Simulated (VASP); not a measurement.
# Mo3P3H in VASP: notebook

Mo3P3H is run at these levels: PBEsol; tasks: single point.

All numbers are computed with VASP 6.6.1; they aren't measurements. Logs are shortened: lines on timing, memory, paths and dates and some standing lists are left out, and cuts for length are marked.

**1. The cell of the first run**

The cell holds a slab with vacuum, 7 atoms: a = 3.174 Å, b = 3.206 Å, c = 25.479 Å, α = 90.00°, β = 90.00°, γ = 90.00°.

**2. Single point, PBEsol**

INCAR reads:

```
SYSTEM = Mo3P3H
PREC = Accurate ; ENCUT = 400
EDIFF = 1E-6 ; ISMEAR = 0
SIGMA = 0.1 ; LREAL = .FALSE.
LASPH = .TRUE. ; NELM = 120
ALGO = Normal ; ISIF = 2
LWAVE = .FALSE. ; LCHARG = .FALSE.
LDIPOL = .TRUE. ; IDIPOL = 3
DIPOL = 0.5 0.5 0.488 ; GGA = PS
NBANDS = 38 ; GGA_COMPAT = .FALSE.
NELMDL = -8
```

KPOINTS reads:

```
regular mesh
0
G
  9 9 1
  0 0 0
```

POSCAR reads:

```
Mo3P3H
1.0
    3.1741350964      0.0000000000      0.0000000000
    0.0000000000      3.2062346807      0.0000000000
    0.0000000000      0.0000000000     25.4789215959
Mo P H
3 3 1
Direct
    0.0000000000      0.5000000000      0.3336090960
    0.0000000000      0.0000000000      0.4425886174
    0.0000000000      0.5000000000      0.5504750765
    0.5000000000      0.0000000000      0.3699356032
    0.5000000000      0.5000000000      0.4790890297
    0.5000000000      0.0000000000      0.5929295396
    0.5000000000      0.0000000000      0.6490914483
```

Potentials or basis: VASP PAW PBE potentials, release 64 (Mo_sv, P, H).

Run with:

```
cat potpaw_PBE.64/Mo_sv/POTCAR potpaw_PBE.64/P/POTCAR potpaw_PBE.64/H/POTCAR > POTCAR
mpirun -np 1 vasp_std > vasp.out
```

OUTCAR:

```text
SYSTEM = Mo3P3H
   PREC = Accurate
   ENCUT = 400
   EDIFF = 1E-6
   ISMEAR = 0
   LREAL = .FALSE.
   LASPH = .TRUE.
   NELM = 120
   ISIF = 2
   GGA = PS
   NELMDL = -8

 ion  position               nearest neighbor table
   1  0.000  0.500  0.334-   4 2.44   4 2.44   4 2.44   4 2.44   2 3.21   2 3.21
   2  0.000  0.000  0.443-   4 2.44   4 2.44   5 2.44   5 2.44   5 2.44   5 2.44   3 3.18   3 3.18
                             1 3.21   1 3.21
   3  0.000  0.500  0.550-   5 2.41   5 2.41   6 2.50   6 2.50   6 2.50   6 2.50   2 3.18   2 3.18

   4  0.500  0.000  0.370-   2 2.44   2 2.44   1 2.44   1 2.44   1 2.44   1 2.44
   5  0.500  0.500  0.479-   3 2.41   3 2.41   2 2.44   2 2.44   2 2.44   2 2.44
   6  0.500  0.000  0.593-   7 1.43   3 2.50   3 2.50   3 2.50   3 2.50
   7  0.500  0.000  0.649-   6 1.43

  LATTYP: Found a simple orthorhombic cell.
 ALAT       =     3.1741350964
 B/A-ratio  =     1.0101128601
 C/A-ratio  =     8.0270438473

  Lattice vectors:

 A1 = (   3.1741350964,   0.0000000000,   0.0000000000)
 A2 = (   0.0000000000,   3.2062346807,   0.0000000000)
 A3 = (   0.0000000000,   0.0000000000,  25.4789215959)

Analysis of symmetry for initial positions (statically):
=====================================================================
 Subroutine PRICEL returns:
 Original cell was already a primitive cell.

 Routine SETGRP: Setting up the symmetry group for a
 simple orthorhombic supercell.

 Subroutine GETGRP returns: Found  4 space group operations
 (whereof  4 operations were pure point group operations)
 out of a pool of  8 trial point group operations.

The static configuration has the point symmetry C_2v.

Analysis of symmetry for dynamics (positions and initial velocities):
=====================================================================
 Subroutine PRICEL returns:
 Original cell was already a primitive cell.

 Routine SETGRP: Setting up the symmetry group for a
 simple orthorhombic supercell.

 Subroutine GETGRP returns: Found  4 space group operations
 (whereof  4 operations were pure point group operations)
 out of a pool of  8 trial point group operations.

The dynamic configuration has the point symmetry C_2v.

 Subroutine INISYM returns: Found  4 space group operations
 (whereof  4 operations are pure point group operations),
 and found     1 'primitive' translations

----------------------------------------------------------------------------------------

                                     Primitive cell

  volume of cell :     259.2995

  direct lattice vectors                    reciprocal lattice vectors
     3.174135096  0.000000000  0.000000000     0.315046452  0.000000000  0.000000000
     0.000000000  3.206234681  0.000000000     0.000000000  0.311892328  0.000000000
     0.000000000  0.000000000 25.478921596     0.000000000  0.000000000  0.039248129

  length of vectors
     3.174135096  3.206234681 25.478921596     0.315046452  0.311892328  0.039248129

  position of ions in fractional coordinates (direct lattice)
     0.000000000  0.500000000  0.333609096
     0.000000000  0.000000000  0.442588617
     0.000000000  0.500000000  0.550475076
     0.500000000  0.000000000  0.369935603
     0.500000000  0.500000000  0.479089030
     0.500000000  0.000000000  0.592929540
     0.500000000  0.000000000  0.649091448

  ion indices of the primitive-cell ions
   primitive index   ion index
                 1           1
                 2           2
                 3           3
                 4           4
                 5           5
                 6           6
                 7           7

----------------------------------------------------------------------------------------

 KPOINTS: regular mesh

Automatic generation of k-mesh.
 Grid dimensions read from file:
 generate k-points for:    9    9    1

 Generating k-lattice:

  Cartesian coordinates                     Fractional coordinates (reciprocal lattice)
     0.035005161  0.000000000  0.000000000     0.111111111  0.000000000  0.000000000
     0.000000000  0.034654703  0.000000000     0.000000000  0.111111111  0.000000000
     0.000000000  0.000000000  0.039248129     0.000000000  0.000000000  1.000000000

  Length of vectors
     0.035005161  0.034654703  0.039248129

  Shift w.r.t. Gamma in fractional coordinates (k-lattice)
     0.000000000  0.000000000  0.000000000

 Subroutine IBZKPT returns following result:
 ===========================================

 Found     25 irreducible k-points:

 Following reciprocal coordinates:
            Coordinates               Weight
  0.000000  0.000000  0.000000      1.000000
  0.111111  0.000000  0.000000      2.000000
  0.222222  0.000000  0.000000      2.000000
  0.333333  0.000000  0.000000      2.000000
  0.444444  0.000000  0.000000      2.000000
  0.000000  0.111111  0.000000      2.000000
[... 16 lines left out ...]
  0.222222  0.444444  0.000000      4.000000
  0.333333  0.444444  0.000000      4.000000
   k-points           NKPTS =     25   k-points in BZ     NKDIM =     25   number of bands    NBANDS=     38
   number of dos      NEDOS =    301   number of ions     NIONS =      7
   total plane-waves  NPLWV =  96768
   dimension x,y,z NGX =    24 NGY =   24 NGZ =  168
   dimension x,y,z NGXF=    48 NGYF=   48 NGZF=  336
   ions per type =               3   3   1
   NGX,Y,Z   is equivalent  to a cutoff of  12.57, 12.44, 10.96 a.u.
   NGXF,Y,Z  is equivalent  to a cutoff of  25.14, 24.89, 21.92 a.u.
 SYSTEM =  Mo3P3H
   PREC   = accura    normal or accurate (medium, high low for compatibility)
   ISTART =      0    job   : 0-new  1-cont  2-samecut
   ICHARG =      2    charge: 1-file 2-atom 10-const
   ISPIN  =      1    spin polarized calculation?
   LNONCOLLINEAR =      F non collinear calculations
   LSORBIT =      F    spin-orbit coupling
   LASPH  =      T    aspherical Exc in radial PAW
   ENCUT  =  400.0 eV  29.40 Ry    5.42 a.u.   5.18  5.23 41.55*2*pi/ulx,y,z
   NELM   =    120;   NELMIN=  2; NELMDL= -8     # of ELM steps
   EDIFF  = 0.1E-05   stopping-criterion for ELM
   LREAL  =      F    real-space projection
[... 7 lines left out ...]
   TEBEG  =    0.0;   TEEND  =   0.0 temperature during run
   PSTRESS=    0.0 pullay stress
   NELECT =      58.0000    total number of electrons
   NUPDOWN=      -1.0000    fix difference up-down
   EMIN   =  10.00;   EMAX   =-10.00  energy-range for DOS
   EFERMI =   0.00;   METHOD = LEGACY
   ISMEAR =     0;   SIGMA  =   0.10  broadening in eV -4-tet -1-fermi 0-gaus
   EFERMI_NEDOS =   21; number of points for ismear=-14 and -15
   IALGO  =     38    algorithm
   IMIX   =      4    mixing-type and parameters
     AMIX     =   0.40;   BMIX     =  1.00
     AMIX_MAG =   1.60;   BMIX_MAG =  1.00
  volume/ion in A,a.u.               =      37.04       249.98
  Fermi-wavevector in a.u.,A,eV,Ry     =   0.993765  1.877943 13.436683  0.987568
  Thomas-Fermi vector in A             =   2.125669
   LORBIT       =      0    0 simple, 1 ext, 2 COOP (PROOUT), +10 PAW based schemes
   GGA     = PS    functional components
   LHFCALC =     F    Hartree Fock is set to
   AEXX    =    0.0000 exact exchange contribution
   IVDW    =     0    specifies the selected vdW correction
   LEPSILON=     F    determine dielectric tensor
   LRPA    =     F    only Hartree local field effects (RPA)
 non-spin polarized calculation
 Gauss-broadening in eV      SIGMA  =   0.10
  energy-cutoff  :      400.00
  volume of cell :      259.30
 maximum number of plane-waves:      4759
 NGX is ok and might be reduce to    24
   NGX = 11   NGY = 11   NGZ = 83

 dipolmoment           0.000000      0.000000      0.025956 electrons x Angstroem

 number of electron      58.0000010 magnetization

 dipolmoment           0.000000      0.000000     -0.029204 electrons x Angstroem

 Free energy of the ion-electron system (eV)
  ---------------------------------------------------
  ext. energy  EPLUGINS =         0.00000000
  ---------------------------------------------------
  free energy    TOTEN  =       -57.45524897 eV

  energy without entropy =      -57.42982638  energy(sigma->0) =      -57.44253767

 E-fermi :   1.1745     XC(G=0):  -5.1438

 val. band max:        1.1636663792   @ k =   0.3333   0.3333   0.0000
 cond. band min:       1.2156354381   @ k =   0.4444   0.0000   0.0000
 fundamental gap:      0.0519690590
 Fermi energy:         1.1744774583

 k-point     1 :       0.0000    0.0000    0.0000
  band No.  band energies     occupation
      1     -59.9394      2.00000
      2     -59.7238      2.00000
      3     -59.5166      2.00000
      4     -34.1663      2.00000
      5     -34.0765      2.00000
      6     -33.9874      2.00000
[... 30 lines left out ...]
     37       4.4095      0.00000
     38       4.5845      0.00000

 k-point     2 :       0.1111    0.0000    0.0000
  band No.  band energies     occupation
      1     -59.9369      2.00000
      2     -59.7213      2.00000
      3     -59.5143      2.00000
      4     -34.1612      2.00000
      5     -34.1121      2.00000
      6     -33.9839      2.00000
[... 30 lines left out ...]
     37       4.5765      0.00000
     38       4.7772      0.00000

 k-point     3 :       0.2222    0.0000    0.0000
  band No.  band energies     occupation
      1     -59.9306      2.00000
      2     -59.7151      2.00000
      3     -59.5084      2.00000
      4     -34.2020      2.00000
      5     -34.1482      2.00000
      6     -34.0469      2.00000
[... 30 lines left out ...]
     37       4.7957      0.00000
[... 781 lines left out ...]
 k-point    23 :       0.2222    0.4444    0.0000
  band No.  band energies     occupation
      1     -59.9130      2.00000
      2     -59.6991      2.00000
      3     -59.4916      2.00000
      4     -34.2259      2.00000
      5     -34.1686      2.00000
      6     -34.1157      2.00000
[... 30 lines left out ...]
     37       4.5351      0.00000
     38       5.2239      0.00000

 k-point    24 :       0.3333    0.4444    0.0000
  band No.  band energies     occupation
      1     -59.9060      2.00000
      2     -59.6921      2.00000
      3     -59.4852      2.00000
      4     -34.2633      2.00000
      5     -34.2098      2.00000
      6     -34.1132      2.00000
[... 30 lines left out ...]
     37       4.9522      0.00000
     38       5.4048      0.00000

 [... further k-points ...]

------------------------ aborting loop because EDIFF is reached ----------------------------------------

 vacuum level on the upper side and lower side of the slab       (xc-potential included)        -0.498         0.044

  FORCE on cell =-STRESS in cart. coord.  units (eV):
  Direction    XX          YY          ZZ          XY          YZ          ZX
  --------------------------------------------------------------------------------------
  -------------------------------------------------------------------------------------
  Total       -4.2724209     -6.4929894     -2.4426850      0.0000000      0.0000000      0.0000000
  in kB      -26.3987192    -40.1193158    -15.0930250      0.0000000      0.0000000      0.0000000
  external PRESSURE =     -27.2036867 kB  Pullay stress =       0.0000000 kB

 VOLUME and BASIS-vectors are now :
 -----------------------------------------------------------------------------
  energy-cutoff  :      400.00
  volume of cell :      259.30
      direct lattice vectors                 reciprocal lattice vectors
     3.174135096  0.000000000  0.000000000     0.315046452  0.000000000  0.000000000
     0.000000000  3.206234681  0.000000000     0.000000000  0.311892328  0.000000000
     0.000000000  0.000000000 25.478921596     0.000000000  0.000000000  0.039248129

 POSITION                                       TOTAL-FORCE (eV/Angst)
 -----------------------------------------------------------------------------------
      0.00000      1.60312      8.50000         0.000000      0.000000      1.963466
      0.00000      0.00000     11.27668         0.000000      0.000000     -0.236180
      0.00000      1.60312     14.02551         0.000000      0.000000      0.013875
      1.58707      0.00000      9.42556         0.000000      0.000000     -1.750494
      1.58707      1.60312     12.20667         0.000000      0.000000     -0.009907
      1.58707      0.00000     15.10721         0.000000      0.000000      0.014433
      1.58707      0.00000     16.53815         0.000000      0.000000      0.004808
 -----------------------------------------------------------------------------------
    total drift:                               -0.000000      0.000000      0.000369

  FREE ENERGIE OF THE ION-ELECTRON SYSTEM (eV)
  ---------------------------------------------------
  free  energy   TOTEN  =       -57.4552489690 eV

  energy  without entropy=      -57.4298263775  energy(sigma->0) =      -57.44253767

 vacuum level on the upper side and lower side of the slab         4.880         5.431
```

Run time: 5.6 min. Hardware: 1 thread of Intel Xeon Platinum 8488C (Sapphire Rapids), shared host; peak memory 0.38 GiB.

What came out:

- Free energy: -57.4552 eV
- Largest force: 1.963 eV/Å
- Band gap on the k mesh: zero (bands 29 and 30 overlap by 0.94 eV)

Forces in eV/Å, atoms in the order of the input:
```
Mo   0.000  0.000  1.963
Mo   0.000  0.000 -0.236
Mo   0.000  0.000  0.014
P    0.000  0.000 -1.750
P    0.000  0.000 -0.010
P    0.000  0.000  0.014
H    0.000  0.000  0.005
```

Levels at points of the mesh, in eV from the Fermi level:
```csv
k point,band 28,band 29,band 30,band 31,band 32,band 33
"(0.00, 0.00, 0.00)",-0.58,-0.27,-0.18,0.43,0.60,1.47
```

Caveat: the PAW data sets were made with another functional, which shifts forces and pressure a little.

**3. Single point, PBEsol**

INCAR reads:

```
PREC     = Accurate       # precision mode
ENCUT    = 400            # plane-wave cutoff, eV
EDIFF    = 1E-6           # SCF threshold, eV
ISMEAR   = 0              # smearing method
SIGMA    = 0.1            # smearing width, eV
LREAL    = False          # projectors in reciprocal space
LASPH    = True           # aspherical terms in the spheres
NELM     = 120            # most SCF steps
ALGO     = Normal         # electronic algorithm
ISIF     = 2              # what is computed and relaxed
LWAVE    = False          # write WAVECAR
LCHARG   = True           # write CHGCAR
LDIPOL   = True         
IDIPOL   = 3            
DIPOL    = 0.5 0.5 0.484
GGA      = PS             # functional
LELF     = True           # ELF
LVHAR    = True         
LVACPOTAV= True         
NBANDS   = 38             # bands
GGA_COMPAT= False        
NELMDL   = -8
```

KPOINTS reads:

```
regular mesh
0
Gamma
  9 9 1
```

POSCAR reads:

```
Mo3P3H
1.0
    3.1741350964      0.0000000000      0.0000000000
    0.0000000000      3.2062346807      0.0000000000
    0.0000000000      0.0000000000     25.4789215959
Mo P H
3 3 1
Direct
    0.0000000000      0.5000000000      0.3336090960
    0.0000000000      0.0000000000      0.4425886174
    0.0000000000      0.5000000000      0.5502510214
    0.5000000000      0.0000000000      0.3699356032
    0.5000000000      0.5000000000      0.4792794756
    0.5000000000      0.0000000000      0.5924257117
    0.5000000000      0.5000000000      0.6203743042
```

Potentials or basis: VASP PAW PBE potentials, release 64 (Mo_sv, P, H).

Run with:

```
cat potpaw_PBE.64/Mo_sv/POTCAR potpaw_PBE.64/P/POTCAR potpaw_PBE.64/H/POTCAR > POTCAR
mpirun -np 1 vasp_std > vasp.out
```

Run time: 6 min. Hardware: 1 thread of Intel Xeon Platinum 8488C (Sapphire Rapids), shared host; peak memory 0.38 GiB.

Results (log left out):

| Item | Value |
| --- | --- |
| Free energy | -56.1857 eV |
| Largest force | 1.988 eV/Å |
| Band gap on the k mesh | zero (bands 29 and 30 overlap by 0.96 eV) |

Forces in eV/Å, atoms in the order of the input:
```
Mo   0.000  0.000  1.988
Mo   0.000  0.000 -0.282
Mo   0.000  0.000  0.004
P    0.000  0.000 -1.731
P    0.000  0.000  0.005
P    0.000  0.000  0.015
H    0.000  0.000  0.002
```

Levels at points of the mesh, in eV from the Fermi level:
```tsv
k point	band 26	band 27	band 28	band 29	band 30	band 31	band 32	band 33
(0.00, 0.00, 0.00)	-1.34	-0.73	-0.28	-0.18	0.33	0.61	0.89	1.45
```

Caveat: the PAW data sets were made with another functional, which shifts forces and pressure a little.

(Continued in part 2 of 2.)

The gap in the log of VASP goes by the Fermi energy; the results here count the filled bands.